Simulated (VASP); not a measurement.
A run of VASP 6.6.1 is set up as follows.

File POSCAR:

```
KBr
1.0
    0.0000000000      3.3000000000      3.3000000000
    3.3000000000      0.0000000000      3.3000000000
    3.3000000000      3.3000000000      0.0000000000
Br K
1 1
Direct
    0.5000000000      0.5000000000      0.5000000000
    0.0000000000      0.0000000000      0.0000000000
```

The input INCAR.step1:

```
PREC     = Accurate       # precision mode
ENCUT    = 600            # plane-wave cutoff, eV
EDIFF    = 1E-5           # SCF threshold, eV
ISMEAR   = -1             # smearing method
SIGMA    = 0.05           # smearing width, eV
LREAL    = False          # projectors in reciprocal space
LASPH    = True           # aspherical terms in the spheres
NELM     = 80             # most SCF steps
ALGO     = Normal         # electronic algorithm
LWAVE    = True           # write WAVECAR
LCHARG   = False          # write CHGCAR
GGA      = PE             # functional
NBANDS   = 15             # bands
```

INCAR.step2

```
PREC     = Accurate       # precision mode
ENCUT    = 600            # plane-wave cutoff, eV
EDIFF    = 1E-6           # SCF threshold, eV
ISMEAR   = -1             # smearing method
SIGMA    = 0.05           # smearing width, eV
LREAL    = False          # projectors in reciprocal space
LASPH    = True           # aspherical terms in the spheres
NELM     = 80             # most SCF steps
ALGO     = Normal         # electronic algorithm
ISIF     = 3              # what is computed and relaxed
LWAVE    = False          # write WAVECAR
LCHARG   = False          # write CHGCAR
GGA      = PE             # functional
LHFCALC  = True           # exact exchange
AEXX     = 0.25           # exact-exchange fraction
HFSCREEN = 0.3            # screening, 1/A
PRECFOCK = Normal       
IBRION   = 2              # ionic algorithm
NSW      = 60             # ionic steps
EDIFFG   = -0.01          # ionic threshold
ISTART   = 1
```

KPOINTS

```
regular mesh
0
Gamma
  4 4 4
```

Potentials or basis: VASP PAW PBE potentials, release 64 (Br, K_sv).

Launch:

```bash
$ cat potpaw_PBE.64/Br/POTCAR potpaw_PBE.64/K_sv/POTCAR > POTCAR
$ cp INCAR.step1 INCAR
$ mpirun -np 1 vasp_std > vasp.out
$ cp INCAR.step2 INCAR
$ mpirun -np 1 vasp_std > vasp.out
```

**Question.** Estimate the band gap on the k mesh.

**Answer.** 5.28 eV.

**Question.** Predict the relaxed cell.

**Answer.** a = 4.718 Å, b = 4.718 Å, c = 4.718 Å, α = 60.00°, β = 60.00°, γ = 60.00°.

Final structure:
```
CELL_PARAMETERS angstrom
0.00000 3.33619 3.33619
3.33619 0.00000 3.33619
3.33619 3.33619 0.00000
ATOMIC_POSITIONS crystal
Br 0.50000 0.50000 0.50000
K 0.00000 0.00000 0.00000
```

 Zero-point motion and thermal expansion aren't in these numbers.
